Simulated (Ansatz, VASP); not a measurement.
## Bi2Te3 in VASP and in Ansatz

POSCAR

```
Bi2Te3
1.0
    4.3823071498      0.0000000000      0.0000000000
   -2.1911535749      3.7951893189      0.0000000000
    0.0000000000      0.0000000000     32.5736935001
Te Bi
6 4
Direct
    0.0000000000      0.0000000000      0.2309079087
    0.6666666667      0.3333333333      0.3449481892
    0.3333333333      0.6666666667      0.4597249014
    0.6666666667      0.3333333333      0.5402750476
    0.3333333333      0.6666666667      0.6550524987
    0.0000000000      0.0000000000      0.7690922628
    0.3333333333      0.6666666667      0.2830004829
    0.0000000000      0.0000000000      0.4068087302
    0.0000000000      0.0000000000      0.5931907053
    0.6666666667      0.3333333333      0.7169992731
```

INCAR.step1

```
SYSTEM = Bi2Te3
PREC = Accurate
ENCUT = 440
ISMEAR = 0
SIGMA = 0.05
LREAL = .False.
LASPH = .True.
NELM = 120
LDIPOL = .True.
IDIPOL = 3
DIPOL = 0.5 0.5 0.500
NBANDS = 59
GGA = PE
ALGO = Normal
EDIFF = 1E-5
LWAVE = .True.
LCHARG = .False.
GGA_COMPAT = .False.
NELMDL = -8
```

Contents of INCAR.step2:

```
SYSTEM = Bi2Te3
PREC = Accurate
ENCUT = 440
EDIFF = 1E-6
ISMEAR = 0
SIGMA = 0.05
LREAL = .False.
LASPH = .True.
NELM = 120
ALGO = Normal
ISIF = 2
LWAVE = .False.
LCHARG = .False.
LDIPOL = .True.
IDIPOL = 3
DIPOL = 0.5 0.5 0.500
METAGGA = R2SCAN
LMIXTAU = .True.
NBANDS = 59
ISTART = 1
GGA_COMPAT = .False.
```

The input KPOINTS:

```
Automatic mesh
0
Gamma
  9 9 1
  0 0 0
```

Input for Ansatz:

```yaml
crystal:
  lattice:
    - [4.3823071498, 0.0, 0.0]
    - [-2.1911535749, 3.7951893189, 0.0]
    - [0.0, 0.0, 32.5736935001]
  atoms:
    - { symbol: Te, position: [0.0, 0.0, 0.2309079087] }
    - { symbol: Bi, position: [0.3333333333, 0.6666666667, 0.2830004829] }
    - { symbol: Te, position: [0.6666666667, 0.3333333333, 0.3449481892] }
    - { symbol: Bi, position: [0.0, 0.0, 0.4068087302] }
    - { symbol: Te, position: [0.3333333333, 0.6666666667, 0.4597249014] }
    - { symbol: Te, position: [0.6666666667, 0.3333333333, 0.5402750476] }
    - { symbol: Bi, position: [0.0, 0.0, 0.5931907053] }
    - { symbol: Te, position: [0.3333333333, 0.6666666667, 0.6550524987] }
    - { symbol: Bi, position: [0.6666666667, 0.3333333333, 0.7169992731] }
    - { symbol: Te, position: [0.0, 0.0, 0.7690922628] }
kpoints:
  mp_grid: { grid: [9, 9, 1] }
hamiltonian:
  xc: r2scan
scf:
  occupations: { method: gaussian, width: 0.05 }
output:
  forces: true
  eigenvalues: true
efield:
  axis: 3
  dipole_correction: true
  ramp_width: 0.04
```

Alike in both runs: task single point; functional r2SCAN; k mesh 9 × 9 × 1; occupations gaussian, width 0.05 eV; no spin polarisation.

|  | VASP | Ansatz |
| --- | --- | --- |
| version | VASP 6.6.1 | Ansatz 0.2.0 |
| potentials or method | VASP PAW PBE potentials, release 64 (Te, Bi_d) | scalar-relativistic, plane waves, PAW |
| plane-wave cutoff (eV) | 440 | 500 |
| valence electrons in the cell | 96 | 156 |

```csv
,VASP,Ansatz,Ansatz less VASP
gap on the k mesh at the Fermi level (eV),0.71,0.73,+0.016
rms of the force components (eV/Å),0.061,0.063,+0.0026
```

VASP's potentials were made for PBE, not for r2SCAN. VASP's potentials hold 96 valence electrons a cell and Ansatz's 156, so a difference there can come from the potentials and not from the codes.

Neither program's run includes spin-orbit coupling.
